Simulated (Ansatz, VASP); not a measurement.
## InSe in VASP and in Ansatz

Contents of INCAR:

```
SYSTEM = InSe
PREC = Accurate
ENCUT = 520
EDIFF = 1E-8
ISMEAR = -1
SIGMA = 0.02
LREAL = .FALSE.
LASPH = .TRUE.
NELM = 60
ALGO = Normal
ISIF = 2
LWAVE = .FALSE.
LCHARG = .FALSE.
GGA = PS
LEFG = .TRUE.
NBANDS = 27
```

File KPOINTS:

```
Automatic mesh
0
G
  7 7 6
  0 0 0
```

Contents of POSCAR:

```
InSe
1.0
    5.9067640918     -2.0686096682      0.0000000000
    5.9067640918      2.0686096682      0.0000000000
   -1.6100081618      0.0000000000      4.3522907270
In Se
2 2
Direct
    0.8840000000      0.8840000000      0.0050000000
    0.1160000000      0.1160000000      0.9950000000
    0.6600000000      0.6600000000      0.6420000000
    0.3400000000      0.3400000000      0.3580000000
```

Input for Ansatz:

```yaml
crystal:
  lattice:
    - [5.9067640918, -2.0686096682, 0.0]
    - [5.9067640918, 2.0686096682, 0.0]
    - [-1.6100081618, 0.0, 4.352290727]
  atoms:
    - { symbol: In, position: [0.884, 0.884, 0.005] }
    - { symbol: In, position: [0.116, 0.116, 0.995] }
    - { symbol: Se, position: [0.66, 0.66, 0.642] }
    - { symbol: Se, position: [0.34, 0.34, 0.358] }
kpoints:
  mp_grid: { grid: [7, 7, 6] }
scf:
  occupations: { method: fermi_dirac, width: 0.02 }
hamiltonian:
  xc: pbesol
  pseudopotentials: { kind: all_electron, datasets: crystal }
output:
  forces: true
  stress: true
  eigenvalues: true
  efg: { contact_densities: true }
```

Change from the starting cell: volume scaled by 1.02, crystal datasets.

Alike in both runs: task electric field gradients; functional PBEsol; k mesh 7 × 7 × 6; occupations fermi-dirac, width 0.02 eV; no spin polarisation.

```csv
,VASP,Ansatz
version,VASP 6.6.1,Ansatz 0.2.0
potentials or method,"VASP PAW PBE potentials, release 64 (In_d, Se), cutoff 520 eV","all-electron PAW with datasets made for the crystal, scalar-relativistic"
```

|  | VASP | Ansatz | Ansatz less VASP |
| --- | --- | --- | --- |
| gap on the k mesh at the Fermi level (eV) | 0.84 | 0.85 | +0.005 |
| pressure (GPa) | -1.2 | -1.2 | -0.05 |
| traceless stress, the component that is largest in VASP (GPa) | 1.95 | 1.93 | -0.019 |
| rms of the force components (eV/Å) | 0.349 | 0.350 | +0.0014 |
| size of Vzz on the site where it differs most (V/Å²) | 76.4 | 80.2 | +3.82 |

VASP's potentials were made for PBE, not for PBEsol. Atom by atom the forces differ by 0.008 eV/Å (rms over components). Ansatz ran all-electron here, and VASP with PAW potentials.
